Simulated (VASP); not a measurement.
# SiC (CsCl type) (Pm-3m) in VASP: a series of runs

The runs below take SiC (CsCl type) through single point, with PBE.

Program: VASP 6.6.1. These are calculated values, not measurements. Logs are shortened: lines on timing, memory, paths and dates and some standing lists are left out, and cuts for length are marked.

## (1) The cell of the first run

The structure is cubic, space group Pm-3m (No. 221). The conventional cell has a = 2.451 Å, b = 2.451 Å, c = 2.451 Å, α = 90.00°, β = 90.00°, γ = 90.00°. Si (site symmetry m-3m) has 8 C at 2.12 Å and 6 Si at 2.45 Å within 2.8 Å. C (site symmetry m-3m) has 8 Si at 2.12 Å and 6 C at 2.45 Å within 2.8 Å.

## (2) Single point, PBE (7.37 Å³/atom)

INCAR reads:

```
SYSTEM = SiC
ALGO = Normal
EDIFF = 1E-6
ENCUT = 600
GGA = PE
GGA_COMPAT = .FALSE.
ISIF = 2
ISMEAR = -1
LASPH = .TRUE.
LCHARG = .FALSE.
LREAL = .FALSE.
LWAVE = .FALSE.
NBANDS = 11
NELM = 120
PREC = Accurate
SIGMA = 0.08
```

KPOINTS reads:

```
k-points
0
G
  14 14 14
  0 0 0
```

POSCAR reads:

```
SiC
1.0
    2.4514671525      0.0000000000      0.0000000000
    0.0000000000      2.4514671525      0.0000000000
    0.0000000000      0.0000000000      2.4514671525
Si C
1 1
Direct
    0.0000000000      0.0000000000      0.0000000000
    0.5000000000      0.5000000000      0.5000000000
```

Potentials or basis: VASP PAW PBE potentials, release 64 (Si, C).

On the command line:

```bash
cat potpaw_PBE.64/Si/POTCAR potpaw_PBE.64/C/POTCAR > POTCAR
mpirun -np 1 vasp_std > vasp.out
```

OUTCAR:

```text
SYSTEM = SiC
   EDIFF = 1E-6
   ENCUT = 600
   GGA = PE
   ISIF = 2
   ISMEAR = -1
   LASPH = .TRUE.
   LREAL = .FALSE.
   NELM = 120
   PREC = Accurate

 ion  position               nearest neighbor table
   1  0.000  0.000  0.000-   2 2.12   2 2.12   2 2.12   2 2.12   2 2.12   2 2.12   2 2.12   2 2.12

   2  0.500  0.500  0.500-   1 2.12   1 2.12   1 2.12   1 2.12   1 2.12   1 2.12   1 2.12   1 2.12

  LATTYP: Found a simple cubic cell.
 ALAT       =     2.4514671525

  Lattice vectors:

 A1 = (   2.4514671525,   0.0000000000,   0.0000000000)
 A2 = (   0.0000000000,   2.4514671525,   0.0000000000)
 A3 = (   0.0000000000,   0.0000000000,   2.4514671525)

Analysis of symmetry for initial positions (statically):
=====================================================================
 Subroutine PRICEL returns:
 Original cell was already a primitive cell.

 Routine SETGRP: Setting up the symmetry group for a
 simple cubic supercell.

 Subroutine GETGRP returns: Found 48 space group operations
 (whereof 48 operations were pure point group operations)
 out of a pool of 48 trial point group operations.

The static configuration has the point symmetry O_h .

Analysis of symmetry for dynamics (positions and initial velocities):
=====================================================================
 Subroutine PRICEL returns:
 Original cell was already a primitive cell.

 Routine SETGRP: Setting up the symmetry group for a
 simple cubic supercell.

 Subroutine GETGRP returns: Found 48 space group operations
 (whereof 48 operations were pure point group operations)
 out of a pool of 48 trial point group operations.

The dynamic configuration has the point symmetry O_h .

 Subroutine INISYM returns: Found 48 space group operations
 (whereof 48 operations are pure point group operations),
 and found     1 'primitive' translations

----------------------------------------------------------------------------------------

                                     Primitive cell

  volume of cell :      14.7326

  direct lattice vectors                    reciprocal lattice vectors
     2.451467152  0.000000000  0.000000000     0.407918988  0.000000000  0.000000000
     0.000000000  2.451467152  0.000000000     0.000000000  0.407918988  0.000000000
     0.000000000  0.000000000  2.451467152     0.000000000  0.000000000  0.407918988

  length of vectors
     2.451467152  2.451467152  2.451467152     0.407918988  0.407918988  0.407918988

  position of ions in fractional coordinates (direct lattice)
     0.000000000  0.000000000  0.000000000
     0.500000000  0.500000000  0.500000000

  ion indices of the primitive-cell ions
   primitive index   ion index
                 1           1
                 2           2

----------------------------------------------------------------------------------------

 KPOINTS: k-points

Automatic generation of k-mesh.
 Grid dimensions read from file:
 generate k-points for:   14   14   14

 Generating k-lattice:

  Cartesian coordinates                     Fractional coordinates (reciprocal lattice)
     0.029137071  0.000000000  0.000000000     0.071428571  0.000000000  0.000000000
     0.000000000  0.029137071  0.000000000     0.000000000  0.071428571  0.000000000
     0.000000000  0.000000000  0.029137071     0.000000000  0.000000000  0.071428571

  Length of vectors
     0.029137071  0.029137071  0.029137071

  Shift w.r.t. Gamma in fractional coordinates (k-lattice)
     0.000000000  0.000000000  0.000000000

 Subroutine IBZKPT returns following result:
 ===========================================

 Found    120 irreducible k-points:

 Following reciprocal coordinates:
            Coordinates               Weight
  0.000000  0.000000  0.000000      1.000000
  0.071429  0.000000  0.000000      6.000000
  0.142857  0.000000  0.000000      6.000000
  0.214286  0.000000  0.000000      6.000000
  0.285714  0.000000  0.000000      6.000000
  0.357143  0.000000  0.000000      6.000000
[... 16 lines left out ...]
  0.285714  0.214286  0.000000     24.000000
  0.357143  0.214286  0.000000     24.000000
 [... further k-points ...]
   k-points           NKPTS =    120   k-points in BZ     NKDIM =    120   number of bands    NBANDS=     11
   number of dos      NEDOS =    301   number of ions     NIONS =      2
   total plane-waves  NPLWV =   8000
   dimension x,y,z NGX =    20 NGY =   20 NGZ =   20
   dimension x,y,z NGXF=    40 NGYF=   40 NGZF=   40
   ions per type =               1   1
   NGX,Y,Z   is equivalent  to a cutoff of  13.56, 13.56, 13.56 a.u.
   NGXF,Y,Z  is equivalent  to a cutoff of  27.13, 27.13, 27.13 a.u.
 SYSTEM =  SiC
   PREC   = accura    normal or accurate (medium, high low for compatibility)
   ISTART =      0    job   : 0-new  1-cont  2-samecut
   ICHARG =      2    charge: 1-file 2-atom 10-const
   ISPIN  =      1    spin polarized calculation?
   LNONCOLLINEAR =      F non collinear calculations
   LSORBIT =      F    spin-orbit coupling
   LASPH  =      T    aspherical Exc in radial PAW
   ENCUT  =  600.0 eV  44.10 Ry    6.64 a.u.   4.90  4.90  4.90*2*pi/ulx,y,z
   NELM   =    120;   NELMIN=  2; NELMDL= -5     # of ELM steps
   EDIFF  = 0.1E-05   stopping-criterion for ELM
   LREAL  =      F    real-space projection
   EDIFFG = 0.1E-04   stopping-criterion for IOM
   NSW    =      0    number of steps for IOM
   IBRION =     -1    ionic relax: 0-MD 1-quasi-New 2-CG
   NFREE  =      0    steps in history (QN), initial steepest desc. (CG)
   ISIF   =      2    stress and relaxation
   ISYM   =      2    0-nonsym 1-usesym 2-fastsym
   POTIM  = 0.5000    time-step for ionic-motion
   TEBEG  =    0.0;   TEEND  =   0.0 temperature during run
   PSTRESS=    0.0 pullay stress
   NELECT =       8.0000    total number of electrons
   NUPDOWN=      -1.0000    fix difference up-down
   EMIN   =  10.00;   EMAX   =-10.00  energy-range for DOS
   EFERMI =   0.00;   METHOD = LEGACY
   ISMEAR =    -1;   SIGMA  =   0.08  broadening in eV -4-tet -1-fermi 0-gaus
   EFERMI_NEDOS =   21; number of points for ismear=-14 and -15
   IALGO  =     38    algorithm
   IMIX   =      4    mixing-type and parameters
     AMIX     =   0.40;   BMIX     =  1.00
     AMIX_MAG =   1.60;   BMIX_MAG =  1.00
  volume/ion in A,a.u.               =       7.37        49.71
  Fermi-wavevector in a.u.,A,eV,Ry     =   1.335607  2.523932 24.270706  1.783847
  Thomas-Fermi vector in A             =   2.464298
   LORBIT       =      0    0 simple, 1 ext, 2 COOP (PROOUT), +10 PAW based schemes
   GGA     = PE    functional components
   LHFCALC =     F    Hartree Fock is set to
   AEXX    =    0.0000 exact exchange contribution
   IVDW    =     0    specifies the selected vdW correction
   LEPSILON=     F    determine dielectric tensor
   LRPA    =     F    only Hartree local field effects (RPA)
 non-spin polarized calculation
  energy-cutoff  :      600.00
  volume of cell :       14.73
 maximum number of plane-waves:       508
 NGX is ok and might be reduce to    20
   NGX =  9   NGY =  9   NGZ =  9

 number of electron       8.0000000 magnetization

 Free energy of the ion-electron system (eV)
  ---------------------------------------------------
  ext. energy  EPLUGINS =         0.00000000
  ---------------------------------------------------
  free energy    TOTEN  =       -10.33126551 eV

  energy without entropy =      -10.31703252  energy(sigma->0) =      -10.32414901

 E-fermi :  14.6916     XC(G=0): -13.4142

 val. band max:       14.6602054635   @ k =   0.2143   0.2143   0.0000
 cond. band min:      14.6922483930   @ k =   0.5000   0.2857   0.2857
 fundamental gap:      0.0320429295
 Fermi energy:        14.6915825256

 k-point     1 :       0.0000    0.0000    0.0000
  band No.  band energies     occupation
      1      -5.5376      2.00000
      2      13.2766      2.00000
      3      13.2766      2.00000
      4      13.2766      2.00000
      5      19.1133      0.00000
      6      19.1133      0.00000
      7      19.2167      0.00000
      8      30.8621      0.00000
      9      30.8621      0.00000
     10      30.8621      0.00000
     11      37.1241      0.00000

 k-point     2 :       0.0714    0.0000    0.0000
  band No.  band energies     occupation
      1      -5.4237      2.00000
      2      12.1930      2.00000
      3      13.3575      2.00000
      4      13.3575      2.00000
      5      19.2294      0.00000
      6      19.2716      0.00000
      7      20.2727      0.00000
      8      30.4691      0.00000
      9      30.4691      0.00000
     10      30.7424      0.00000
     11      36.9806      0.00000

 k-point     3 :       0.1429    0.0000    0.0000
  band No.  band energies     occupation
      1      -5.0827      2.00000
      2      10.0871      2.00000
      3      13.5946      2.00000
      4      13.5946      2.00000
      5      19.5102      0.00000
      6      19.5754      0.00000
      7      22.4195      0.00000
      8      29.4071      0.00000
      9      29.4071      0.00000
     10      30.5507      0.00000
     11      36.7695      0.00000

 k-point     4 :       0.2143    0.0000    0.0000
  band No.  band energies     occupation
      1      -4.5171      2.00000
      2       7.8367      2.00000
      3      13.9697      1.99976
      4      13.9697      1.99976
      5      19.8969      0.00000
      6      20.1419      0.00000
      7      24.2554      0.00000
      8      27.9731      0.00000
      9      27.9731      0.00000
     10      30.8469      0.00000
     11      35.2515      0.00000
[... 239 lines left out ...]
 k-point    22 :       0.2143    0.2143    0.0000
  band No.  band energies     occupation
      1      -3.5064      2.00000
      2       8.3937      2.00000
      3       9.1100      2.00000
      4      14.6602      1.19363
      5      20.4034      0.00000
      6      21.1671      0.00000
      7      25.0583      0.00000
      8      27.6474      0.00000
      9      27.8540      0.00000
     10      32.3292      0.00000
     11      32.7006      0.00000

 k-point    23 :       0.2857    0.2143    0.0000
  band No.  band energies     occupation
      1      -2.7298      2.00000
      2       6.5665      2.00000
      3       9.4750      2.00000
      4      15.1309      0.00821
      5      19.0397      0.00000
      6      21.5255      0.00000
      7      25.3944      0.00000
      8      26.8840      0.00000
      9      28.9161      0.00000
     10      31.8930      0.00000
     11      32.9573      0.00000

 k-point    24 :       0.3571    0.2143    0.0000
  band No.  band energies     occupation
      1      -1.7503      2.00000
      2       4.6133      2.00000
      3      10.2408      2.00000
      4      15.6265      0.00002
      5      17.4747      0.00000
      6      22.2311      0.00000
      7      25.2226      0.00000
      8      25.8860      0.00000
      9      29.7604      0.00000
     10      32.1552      0.00000
     11      32.4456      0.00000

 [... further k-points ...]

------------------------ aborting loop because EDIFF is reached ----------------------------------------

  FORCE on cell =-STRESS in cart. coord.  units (eV):
  Direction    XX          YY          ZZ          XY          YZ          ZX
  --------------------------------------------------------------------------------------
  -------------------------------------------------------------------------------------
  Total        5.7818680      5.7818680      5.7818680      0.0000000      0.0000000     -0.0000000
  in kB      628.7826111    628.7826111    628.7826111      0.0000000      0.0000000     -0.0000000
  external PRESSURE =     628.7826111 kB  Pullay stress =       0.0000000 kB

 VOLUME and BASIS-vectors are now :
 -----------------------------------------------------------------------------
  energy-cutoff  :      600.00
  volume of cell :       14.73
      direct lattice vectors                 reciprocal lattice vectors
     2.451467152  0.000000000  0.000000000     0.407918988  0.000000000  0.000000000
     0.000000000  2.451467152  0.000000000     0.000000000  0.407918988  0.000000000
     0.000000000  0.000000000  2.451467152     0.000000000  0.000000000  0.407918988

 POSITION                                       TOTAL-FORCE (eV/Angst)
 -----------------------------------------------------------------------------------
      0.00000      0.00000      0.00000         0.000000      0.000000      0.000000
      1.22573      1.22573      1.22573         0.000000      0.000000      0.000000
 -----------------------------------------------------------------------------------
    total drift:                                0.000000      0.000000      0.000000

  FREE ENERGIE OF THE ION-ELECTRON SYSTEM (eV)
  ---------------------------------------------------
  free  energy   TOTEN  =       -10.3312655066 eV

  energy  without entropy=      -10.3170325221  energy(sigma->0) =      -10.32414901
```

It took 15 s on 1 thread of Intel Xeon Platinum 8488C (Sapphire Rapids), shared host; peak memory 0.14 GiB.

Results:

| Property | Result |
| --- | --- |
| Free energy | -10.3313 eV |
| Pressure | 62.9 GPa |
| Band gap on the k mesh | zero (bands 4 and 5 overlap by 4.42 eV) |

Caveat: the cell stands under pressure.

## (3) Single point, PBE (7.37 Å³/atom)

INCAR reads:

```
PREC = Accurate ; ENCUT = 600
EDIFF = 1E-6 ; ISMEAR = -1
SIGMA = 0.08 ; LREAL = False
LASPH = True ; NELM = 120
ALGO = Normal ; ISIF = 2
LWAVE = False ; LCHARG = True
GGA = PE ; LELF = True
LVHAR = True ; NBANDS = 11
GGA_COMPAT = False
```

KPOINTS reads:

```
Automatic mesh
0
Gamma
  14 14 14
```

POSCAR is that of step 2.

Potentials or basis: VASP PAW PBE potentials, release 64 (Si, C).

On the command line:

```bash
cat potpaw_PBE.64/Si/POTCAR potpaw_PBE.64/C/POTCAR > POTCAR
mpirun -np 1 vasp_std > vasp.out
```

OUTCAR:

```text
PREC = Accurate
   ENCUT = 600
   EDIFF = 1E-6
   ISMEAR = -1
   LREAL = False
   LASPH = True
   NELM = 120
   ISIF = 2
   GGA = PE

 ion  position               nearest neighbor table
   1  0.000  0.000  0.000-   2 2.12   2 2.12   2 2.12   2 2.12   2 2.12   2 2.12   2 2.12   2 2.12

   2  0.500  0.500  0.500-   1 2.12   1 2.12   1 2.12   1 2.12   1 2.12   1 2.12   1 2.12   1 2.12

  LATTYP: Found a simple cubic cell.
 ALAT       =     2.4514671525

  Lattice vectors:
[... 522 lines left out ...]
 [... further k-points ...]

------------------------ aborting loop because EDIFF is reached ----------------------------------------

  FORCE on cell =-STRESS in cart. coord.  units (eV):
  Direction    XX          YY          ZZ          XY          YZ          ZX
  --------------------------------------------------------------------------------------
  -------------------------------------------------------------------------------------
  Total        5.7818680      5.7818680      5.7818680      0.0000000      0.0000000     -0.0000000
  in kB      628.7826111    628.7826111    628.7826111      0.0000000      0.0000000     -0.0000000
  external PRESSURE =     628.7826111 kB  Pullay stress =       0.0000000 kB

 VOLUME and BASIS-vectors are now :
 -----------------------------------------------------------------------------
  energy-cutoff  :      600.00
  volume of cell :       14.73
      direct lattice vectors                 reciprocal lattice vectors
     2.451467152  0.000000000  0.000000000     0.407918988  0.000000000  0.000000000
     0.000000000  2.451467152  0.000000000     0.000000000  0.407918988  0.000000000
     0.000000000  0.000000000  2.451467152     0.000000000  0.000000000  0.407918988

 POSITION                                       TOTAL-FORCE (eV/Angst)
 -----------------------------------------------------------------------------------
      0.00000      0.00000      0.00000         0.000000      0.000000      0.000000
      1.22573      1.22573      1.22573         0.000000      0.000000      0.000000
 -----------------------------------------------------------------------------------
    total drift:                                0.000000      0.000000      0.000000

  FREE ENERGIE OF THE ION-ELECTRON SYSTEM (eV)
  ---------------------------------------------------
  free  energy   TOTEN  =       -10.3312655066 eV

  energy  without entropy=      -10.3170325221  energy(sigma->0) =      -10.32414901
```

It took 10 s on 1 thread of Intel Xeon Platinum 8488C (Sapphire Rapids), shared host; peak memory 0.14 GiB.

Results:

```
Free energy            : -10.3313 eV
Pressure               : 62.9 GPa
Band gap on the k mesh : zero (bands 4 and 5 overlap by 4.42 eV)
```

Levels at points of the mesh, in eV from the Fermi level:
```tsv
k point	band 1	band 2	band 3	band 4	band 5	band 6	band 7	band 8
(0.00, 0.00, 0.00)	-20.23	-1.41	-1.41	-1.41	4.42	4.42	4.53	16.17
(0.50, 0.00, 0.00)	-15.42	-13.86	0.83	0.83	7.38	8.43	8.89	9.21
(0.50, 0.50, 0.00)	-10.90	-9.75	-9.75	-5.60	2.88	10.77	10.77	13.97
(0.50, 0.50, 0.50)	-6.68	-5.84	-5.84	-5.84	-1.96	-1.96	-1.96	3.24
```

Caveat: the cell stands under pressure.

## (4) Single point, PBE (8.10 Å³/atom)

This run uses another cell than the first one, of 8.10 Å³/atom.

INCAR reads:

```
PREC = Accurate
ENCUT = 600
EDIFF = 1E-6
ISMEAR = -1
SIGMA = 0.08
LREAL = False
LASPH = True
NELM = 120
ALGO = Normal
ISIF = 2
LWAVE = False
LCHARG = False
GGA = PE
NBANDS = 11
GGA_COMPAT = False
```

KPOINTS is that of step 3.

POSCAR reads:

```
SiC
1.0
    2.5306007953      0.0000000000      0.0000000000
    0.0000000000      2.5306007953      0.0000000000
    0.0000000000      0.0000000000      2.5306007953
Si C
1 1
Direct
    0.0000000000      0.0000000000      0.0000000000
    0.5000000000      0.5000000000      0.5000000000
```

On the command line:

```bash
cat potpaw_PBE.64/Si/POTCAR potpaw_PBE.64/C/POTCAR > POTCAR
mpirun -np 1 vasp_std > vasp.out
```

Run time: 17 s. Hardware: 1 thread of Intel Xeon Platinum 8488C (Sapphire Rapids), shared host; peak memory 0.14 GiB.

The run converged. Its results:

* Free energy: -10.7443 eV
* Pressure: 29.1 GPa
* Band gap on the k mesh: zero (bands 4 and 5 overlap by 4.36 eV)

Levels at points of the mesh, in eV from the Fermi level:
```
           k point  band 1  band 2  band 3  band 4  band 5  band 6  band 7  band 8
(0.00, 0.00, 0.00)  -19.05   -1.30   -1.30   -1.30    3.12    4.65    4.65   14.59
(0.50, 0.00, 0.00)  -14.56  -13.00    0.84    0.84    6.28    7.72    8.37    8.44
(0.50, 0.50, 0.00)  -10.47   -8.97   -8.97   -5.57    2.65    9.85    9.85   12.65
(0.50, 0.50, 0.50)   -6.86   -5.20   -5.20   -5.20   -1.81   -1.81   -1.81    2.04
```

Caveat: the cell stands under pressure.
